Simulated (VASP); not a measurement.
BiBrO, 6 atoms in the cell. Symmetry: P4/nmm, No. 129, tetragonal system. Conventional cell: a = 3.753 Å, b = 3.753 Å, c = 7.755 Å, α = 90.00°, β = 90.00°, γ = 90.00°. Within 3.1 Å of Bi (site symmetry 4mm) lie 4 O at 2.24 Å and 4 Br at 3.04 Å. Within 4.0 Å of Br (site symmetry 4mm) lie 6 Bi at 3.04 to 3.92 Å and 4 O at 3.29 Å and 8 Br at 3.55 to 3.75 Å. Within 3.0 Å of O (site symmetry -4m2) lie 4 Bi at 2.24 Å and 4 O at 2.65 Å. 

* Program: VASP 6.6.1
* Task: single point
* Functional: LDA
* Potentials or basis: VASP PAW LDA potentials, release 64 (Bi_d, Br, O)
* Cutoff: 520 eV
* k mesh: 8 × 8 × 4
* Occupations: gaussian, width 0.05 eV
* Spin: no spin polarisation
* Dipole correction: no
* Further INCAR settings: ALGO = Normal; EDIFF = 1e-06; NBANDS = 37

Potentials or basis: VASP PAW LDA potentials, release 64 (Bi_d, Br, O).

The run is started by

```sh
$ cat potpaw_LDA.64/Bi_d/POTCAR potpaw_LDA.64/Br/POTCAR potpaw_LDA.64/O/POTCAR > POTCAR
$ mpirun -np 1 vasp_std > vasp.out
```

Hardware: 1 thread of Intel(R) Xeon(R) 6975P-C (Granite Rapids), on a shared host.

Estimate the wall time of this run.

It took 76 s on 1 thread of Intel(R) Xeon(R) 6975P-C (Granite Rapids), on a shared host, peak memory 0.28 GiB. Counts: scf iterations 14, k points 45.
